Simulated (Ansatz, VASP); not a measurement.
**TaN in VASP and in Ansatz**

Contents of POSCAR:

```
TaN
1.0
    5.1910000000      0.0000000000      0.0000000000
   -2.5955000000      4.4955378710      0.0000000000
    0.0000000000      0.0000000000      2.9080000000
Ta N
3 3
Direct
    0.0000000000      0.0000000000      0.0000000000
    0.3333333333      0.6666666667      0.5000000000
    0.6666666667      0.3333333333      0.5000000000
    0.5000000000      0.0000000000      0.0000000000
    0.5000000000      0.5000000000      0.0000000000
    0.0000000000      0.5000000000      0.0000000000
```

File INCAR.step1:

```
ALGO = Normal ; EDIFF = 1E-4
ENCUT = 520 ; GGA = PE
ISMEAR = 0 ; LASPH = T
LCHARG = F ; LREAL = F
LWAVE = T ; NBANDS = 33
NELM = 60 ; PREC = Accurate
SIGMA = 0.05
```

INCAR.step2

```
ALGO = Normal ; EDIFF = 1E-7
ENCUT = 520 ; ISIF = 2
ISMEAR = 0 ; ISTART = 1
LASPH = T ; LCHARG = T
LELF = T ; LMIXTAU = T
LREAL = F ; LVHAR = T
LWAVE = F ; METAGGA = R2SCAN
NBANDS = 33 ; NELM = 60
PREC = Accurate ; SIGMA = 0.05
```

File KPOINTS:

```
k-points
0
Gamma
  6 6 10
```

Input for Ansatz:

```yaml
crystal:
  lattice:
    - [5.191, 0.0, 0.0]
    - [-2.5955, 4.495537871, 0.0]
    - [0.0, 0.0, 2.908]
  atoms:
    - { symbol: Ta, position: [0.0, 0.0, 0.0] }
    - { symbol: Ta, position: [0.3333333333, 0.6666666667, 0.5] }
    - { symbol: Ta, position: [0.6666666667, 0.3333333333, 0.5] }
    - { symbol: "N", position: [0.5, 0.0, 0.0] }
    - { symbol: "N", position: [0.5, 0.5, 0.0] }
    - { symbol: "N", position: [0.0, 0.5, 0.0] }
basis:
  ecutwfc: 500
  fft_grid_basis: typed
kpoints:
  mp_grid: { grid: [6, 6, 10] }
hamiltonian:
  xc: r2scan
scf:
  occupations: { method: gaussian, width: 0.05 }
output:
  forces: true
  stress: true
  eigenvalues: true
  bader: true
  write_density: true
  volumetric_format: npy
```

Alike in both runs: task single point; functional r2SCAN; k mesh 6 × 6 × 10; occupations gaussian, width 0.05 eV; no spin polarisation.

|  | VASP | Ansatz |
| --- | --- | --- |
| version | VASP 6.6.1 | Ansatz 0.2.0 |
| potentials or method | VASP PAW PBE potentials, release 64 (Ta_pv, N), cutoff 520 eV | scalar-relativistic, plane waves, PAW |
| valence electrons in the cell | 48 | 54 |

|  | VASP | Ansatz | Ansatz less VASP |
| --- | --- | --- | --- |
| gap on the k mesh at the Fermi level (eV) | none | none | - |
| pressure (GPa) | 6.6 | 4.8 | -1.77 |
| traceless stress, the component that is largest in VASP (GPa) | -0.38 | -0.62 | -0.239 |

VASP's potentials were made for PBE, not for r2SCAN. A gap of «none» marks a metal or a gap that the smearing closes. VASP's potentials hold 48 valence electrons a cell and Ansatz's 54, so a difference there can come from the potentials and not from the codes.

Neither program's run includes spin-orbit coupling.
